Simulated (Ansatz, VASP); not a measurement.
**CdSiP2: VASP beside Ansatz**

```xyz
8
Lattice="-2.8436 2.8436 5.2486 2.8436 -2.8436 5.2486 2.8436 2.8436 -5.2486" Properties=species:S:1:pos:R:3 pbc="T T T"
Cd    0.0000    2.8436    2.6243
Cd    0.0000    0.0000    0.0000
Si    0.0000    0.0000    5.2486
Si    2.8436    0.0000    2.6243
P     1.1552    1.4218    6.5607
P     1.4218   -1.1552    3.9364
P     1.6884    1.4218    1.3121
P     1.4218    3.9989   -1.3121
```

Alike in both runs: task relaxation of cell and atoms; functional PBE; dispersion D3(BJ); k mesh 8 × 8 × 8; occupations gaussian, width 0.02 eV; no spin polarisation.

```csv
,VASP,Ansatz
version,VASP 6.6.1,Ansatz 0.2.0
potentials or method,"VASP PAW PBE potentials, release 64 (Cd, Si, P), cutoff 500 eV","scalar-relativistic, plane waves, PAW"
valence electrons in the cell,52,68
```

```tsv
	VASP	Ansatz	Ansatz less VASP
gap on the k mesh at the Fermi level, each at its own relaxed structure (eV)	1.34	1.32	-0.012
relaxed volume (Å³/atom)	20.92	20.90	-0.020
relaxed cell length with the largest relative difference (Å)	6.577	6.574	-0.0025
```

VASP's potentials hold 52 valence electrons a cell and Ansatz's 68, so a difference there can come from the potentials and not from the codes.
